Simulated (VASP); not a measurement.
Write the native input for VASP 6.6.1 that does the following.

* Task: single point
* Functional: LDA
* Potentials or basis: VASP PAW LDA potentials, release 64 (Cs_sv, Ba_sv)
* Cutoff: 520 eV
* k mesh: 7 × 7 × 7
* Occupations: fermi-dirac, width 0.1 eV
* Spin: no spin polarisation
* Dipole correction: no
* Further INCAR settings: ALGO = Normal; EDIFF = 1e-06; NBANDS = 28

The structure of CsBa3 lies in POSCAR:

```
CsBa3
1.0
    6.9742345883      0.0000000000      0.0000000000
    3.4871172941      6.0398643254      0.0000000000
    3.4871172941      2.0132881085      5.6944386959
Cs Ba
1 3
Direct
    0.0000000000      0.0000000000      0.0000000000
    0.2500000000      0.2500000000      0.2500000000
    0.7500000000      0.7500000000      0.7500000000
    0.5000000000      0.5000000000      0.5000000000
```

The input as run:

INCAR

```
SYSTEM = CsBa3
ALGO     = Normal         ! electronic algorithm
EDIFF    = 1E-6           ! SCF threshold, eV
ENCUT    = 520            ! plane-wave cutoff, eV
ISIF     = 2              ! what is computed and relaxed
ISMEAR   = -1             ! smearing method
LASPH    = .TRUE.         ! aspherical terms in the spheres
LCHARG   = .FALSE.        ! write CHGCAR
LREAL    = .FALSE.        ! projectors in reciprocal space
LWAVE    = .FALSE.        ! write WAVECAR
NBANDS   = 28             ! bands
NELM     = 80             ! most SCF steps
PREC     = Accurate       ! precision mode
SIGMA    = 0.1            ! smearing width, eV
```

KPOINTS

```
k-points
0
G
  7 7 7
  0 0 0
```

Potentials or basis: VASP PAW LDA potentials, release 64 (Cs_sv, Ba_sv).

Launch:

```console
$ cat potpaw_LDA.64/Cs_sv/POTCAR potpaw_LDA.64/Ba_sv/POTCAR > POTCAR
$ mpirun -np 1 vasp_std > vasp.out
```

Results of the run:

```json
{
 "Pressure": "0.0 GPa",
 "Band gap on the k mesh": "zero (an odd number of electrons rules out a gap without spin polarisation)"
}
```

Caveat: spin-orbit coupling is left out, which moves the levels of the heavy elements.

Run time: 64 s on 1 thread of Intel(R) Xeon(R) 6975P-C (Granite Rapids) (shared host), peak memory 0.36 GiB.
